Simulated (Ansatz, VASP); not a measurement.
**One calculation of Te5Pd, two programs**

```xyz
6
Lattice="2.9566 1.7070 5.2490 -2.9566 1.7070 5.2490 0.0000 -3.4139 5.2490" Properties=species:S:1:pos:R:3 pbc="T T T"
Te    0.0000    0.0000    2.2521
Te    0.6954    1.7070    5.2490
Te   -1.8260   -0.2512    5.2490
Te    0.0000    0.0000   13.4950
Te    1.1306   -1.4558    5.2490
Pd    0.0000    0.0000    7.8736
```

Change from the starting cell: species swapped into the Ti5Si type (R32, No. 155).

Alike in both runs: task relaxation of cell and atoms; functional PBE; k mesh 6 × 6 × 6; occupations gaussian, width 0.1 eV; no spin polarisation.

|  | VASP | Ansatz |
| --- | --- | --- |
| version | VASP 6.6.1 | Ansatz 0.2.0 |
| potentials or method | VASP PAW PBE potentials, release 64 (Te, Pd), cutoff 600 eV | scalar-relativistic, plane waves, PAW |
| valence electrons in the cell | 40 | 98 |

|  | VASP | Ansatz | Ansatz less VASP |
| --- | --- | --- | --- |
| gap on the k mesh at the Fermi level, each at its own relaxed structure (eV) | none | none | - |
| relaxed volume (Å³/atom) | 29.60 | 29.52 | -0.076 |
| relaxed length of the cell vector where the two differ most in proportion (Å) | 5.645 | 5.643 | -0.0018 |

A gap of «none» marks a metal or a gap that the smearing closes. VASP's potentials hold 40 valence electrons a cell and Ansatz's 98, so a difference there can come from the potentials and not from the codes.

Spin-orbit coupling is off throughout.
